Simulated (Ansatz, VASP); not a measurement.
# One calculation of TiO2, two programs

Contents of INCAR:

```
  PREC = Accurate
  ENCUT = 520
  EDIFF = 1E-7
  ISMEAR = -1
  SIGMA = 0.04
  LREAL = F
  LASPH = T
  NELM = 80
  ALGO = Normal
  ISIF = 2
  LWAVE = F
  LCHARG = F
  GGA = PE
  NBANDS = 33
```

The input KPOINTS:

```
regular mesh
0
Gamma
  5 5 4
```

The input POSCAR:

```
TiO2
1.0
    2.7060340000     -2.7066550000      0.0000000000
    2.7060340000      2.7066550000      0.0000000000
   -2.6335310000      0.0000000000      4.7966370000
Ti O
2 4
Direct
    0.8658900000      0.1341100000      0.7500000000
    0.1341100000      0.8658900000      0.2500000000
    0.0887550000      0.3312210000      0.1671490000
    0.9112450000      0.6687790000      0.8328510000
    0.6687790000      0.9112450000      0.3328510000
    0.3312210000      0.0887550000      0.6671490000
```

The input input.yaml:

```yaml
crystal:
  lattice:
    - [2.706034, -2.706655, 0.0]
    - [2.706034, 2.706655, 0.0]
    - [-2.633531, 0.0, 4.796637]
  atoms:
    - { symbol: Ti, position: [0.86589, 0.13411, 0.75] }
    - { symbol: Ti, position: [0.13411, 0.86589, 0.25] }
    - { symbol: O, position: [0.088755, 0.331221, 0.167149] }
    - { symbol: O, position: [0.911245, 0.668779, 0.832851] }
    - { symbol: O, position: [0.668779, 0.911245, 0.332851] }
    - { symbol: O, position: [0.331221, 0.088755, 0.667149] }
kpoints:
  mp_grid: { grid: [5, 5, 4] }
scf:
  occupations: { method: fermi_dirac, width: 0.04 }
hamiltonian:
  xc: pbe
  pseudopotentials: { kind: all_electron, lapw: { basis_error: 0.002 } }
output:
  forces: true
  stress: true
  eigenvalues: true
```

Alike in both runs: task single point; functional PBE; k mesh 5 × 5 × 4; occupations fermi-dirac, width 0.04 eV; no spin polarisation.

```csv
,VASP,Ansatz
version,VASP 6.6.1,Ansatz 0.2.0
potentials or method,"VASP PAW PBE potentials, release 64 (Ti_sv, O), cutoff 520 eV","all-electron LAPW, scalar-relativistic"
```

```tsv
	VASP	Ansatz	Ansatz less VASP
gap on the k mesh at the Fermi level (eV)	2.03	2.05	+0.016
least direct gap on the mesh (eV)	2.38	2.39	+0.015
pressure (GPa)	-1.0	-1.6	-0.62
traceless stress, the component that is largest in VASP (GPa)	0.41	0.37	-0.042
rms of the force components (eV/Å)	0.055	0.063	+0.0077
```

Atom by atom the forces differ by 0.011 eV/Å (rms over components). Ansatz ran all-electron here, and VASP with PAW potentials.
